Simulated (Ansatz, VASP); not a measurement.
Fe: VASP beside Ansatz

Contents of INCAR:

```
SYSTEM = Fe
  PREC = Accurate
  ENCUT = 520
  EDIFF = 1E-7
  ISMEAR = -1
  SIGMA = 0.08
  LREAL = .FALSE.
  LASPH = .TRUE.
  NELM = 80
  ALGO = Normal
  ISIF = 2
  LWAVE = .FALSE.
  LCHARG = .TRUE.
  GGA = PS
  LELF = .TRUE.
  LVHAR = .TRUE.
  NBANDS = 15
```

The input KPOINTS:

```
regular mesh
0
G
  17 17 10
  0 0 0
```

Contents of POSCAR:

```
Fe
1.0
    2.4341575853      0.0000000000      0.0000000000
   -1.2170787927      2.1080423057      0.0000000000
    0.0000000000      0.0000000000      3.7650957806
Fe
2
Direct
    0.3333333333      0.6666666667      0.2500000000
    0.6666666667      0.3333333333      0.7500000000
```

Input for Ansatz:

```yaml
crystal:
  lattice:
    - [2.4341575853, 0.0, 0.0]
    - [-1.2170787927, 2.1080423057, 0.0]
    - [0.0, 0.0, 3.7650957806]
  atoms:
    - { symbol: Fe, position: [0.3333333333, 0.6666666667, 0.25] }
    - { symbol: Fe, position: [0.6666666667, 0.3333333333, 0.75] }
kpoints:
  mp_grid: { grid: [17, 17, 10] }
  band_path:
    path:
      - [0.0, 0.0, 0.0]
      - [0.5, 0.0, 0.0]
      - [0.3333333333, 0.3333333333, 0.0]
      - [0.0, 0.0, 0.0]
      - [0.0, 0.0, 0.5]
      - [0.5, 0.0, 0.5]
      - [0.3333333333, 0.3333333333, 0.5]
      - [0.0, 0.0, 0.5]
      - [0.5, 0.0, 0.5]
    npoints: 5
scf:
  occupations: { method: fermi_dirac, width: 0.08 }
hamiltonian:
  xc: pbesol
  pseudopotentials: { kind: all_electron, lapw: { basis_error: 0.00025 } }
output:
  forces: true
  stress: true
  eigenvalues: true
```

Change from the starting cell: zz strain of -2 %.

Alike in both runs: task single point; functional PBEsol; k mesh 17 × 17 × 10; occupations fermi-dirac, width 0.08 eV; no spin polarisation.

|  | VASP | Ansatz |
| --- | --- | --- |
| version | VASP 6.6.1 | Ansatz 0.2.0 |
| potentials or method | VASP PAW PBE potentials, release 64 (Fe), cutoff 520 eV | all-electron LAPW, scalar-relativistic |

```csv
,VASP,Ansatz,Ansatz less VASP
pressure (GPa),5.4,5.8,+0.41
"traceless stress, the component that is largest in VASP (GPa)",7.48,7.75,+0.277
```

VASP's potentials were made for PBE, not for PBEsol. Ansatz ran all-electron here, and VASP with PAW potentials.
